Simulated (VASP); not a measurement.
Here is a VASP 6.6.1 calculation.

The input INCAR:

```
SYSTEM = La
PREC     = Accurate       ! precision mode
ENCUT    = 600            ! plane-wave cutoff, eV
EDIFF    = 1E-6           ! SCF threshold, eV
ISMEAR   = -1             ! smearing method
SIGMA    = 0.05           ! smearing width, eV
LREAL    = .False.        ! projectors in reciprocal space
LASPH    = .True.         ! aspherical terms in the spheres
NELM     = 80             ! most SCF steps
ALGO     = Normal         ! electronic algorithm
ISIF     = 3              ! what is computed and relaxed
LWAVE    = .False.        ! write WAVECAR
LCHARG   = .False.        ! write CHGCAR
GGA      = PS             ! functional
IVDW     = 12             ! dispersion correction
IBRION   = 2              ! ionic algorithm
NSW      = 60             ! ionic steps
EDIFFG   = -0.01          ! ionic threshold
```

The input KPOINTS:

```
Automatic mesh
0
Gamma
  8 8 5
  0 0 0
```

The input POSCAR:

```
La
1.0
    3.7500000000      0.0000000000      0.0000000000
   -1.8750000000      3.2475952642      0.0000000000
    0.0000000000      0.0000000000      6.0700000000
La
2
Direct
    0.6666666667      0.3333333333      0.7500000000
    0.3333333333      0.6666666667      0.2500000000
```

Potentials or basis: VASP PAW PBE potentials, release 64 (La).

Launch:

```console
$ cat potpaw_PBE.64/La/POTCAR > POTCAR
$ mpirun -np 1 vasp_std > vasp.out
```

(1) Estimate the space group after relaxing (to 0.05 Å).

(2) What does it give for the relaxed cell?

(3) Estimate the relaxed volume.

(4) Predict the band gap on the k mesh.

Answers

(1) P6_3/mmc (No. 194).

(2) a = 3.516 Å, b = 3.516 Å, c = 5.795 Å, α = 90.00°, β = 90.00°, γ = 120.00°.

(3) 31.02 Å³/atom.

(4) zero (band 11 reaches 10.63 eV, above the bottom of band 12 at 9.10 eV).

Caveat: the volume moved by over 15 % at a fixed basis, so the end points are rough; the PAW data sets were made with another functional, which shifts forces and pressure a little; spin-orbit coupling is left out, which moves the levels of the heavy elements; the volume moved by -16 % from the deposited cell, more than functionals usually miss; pairwise dispersion overbinds metals, which lowers pressure and volume.
